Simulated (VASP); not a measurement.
Crystal: Zn.

```
Zn
1.0
     2.68768    0.00000    0.00000
    -1.34384    2.32760    0.00000
     0.00000    0.00000    4.99889
Zn
2
Direct
  0.66667 0.33333 0.75000
  0.33333 0.66667 0.25000
```

| Quantity | Value |
| --- | --- |
| Program | VASP 6.6.1 |
| Task | relaxation of cell and atoms |
| Functional | PBE |
| Dispersion | D4 |
| Potentials or basis | VASP PAW PBE potentials, release 64 (Zn) |
| Cutoff | 720 eV |
| k mesh | 15 × 15 × 7 |
| Occupations | gaussian, width 0.04 eV |
| Spin | no spin polarisation |

At the start: pressure -5.0 GPa; volume 15.64 Å³/atom.

Task: How do energy, volume and symmetry change on relaxing?

Result: Over 10 steps the energy falls by 20.3 meV/atom and the volume is 14.73 Å³/atom (-5.8 %); space group P6_3/mmc (No. 194, to 0.1 Å) before and after.

The path:
```
step  energy change (eV)  largest force (eV/Å)  pressure (GPa)  volume (Å³)
   1              0.0000                0.0000           -5.01        31.27
   2             -0.0385                0.0000            0.57        29.11
   3             -0.0387                0.0000            0.16        29.24
   4             -0.0387                0.0000            0.03        29.28
   5             -0.0391                0.0000            0.02        29.32
   6             -0.0405                0.0000            0.00        29.44
   7             -0.0361                0.0000            0.05        29.67
   8             -0.0406                0.0000            0.01        29.47
   9             -0.0406                0.0000            0.00        29.47
  10             -0.0406                0.0000            0.00        29.47
```

Final structure:
```xyz
2
Lattice="2.6045 0.0000 0.0000 -1.3022 2.2555 0.0000 0.0000 0.0000 5.0161" Properties=species:S:1:pos:R:3 pbc="T T T"
Zn    1.3022    0.7518    3.7620
Zn    0.0000    1.5037    1.2540
```
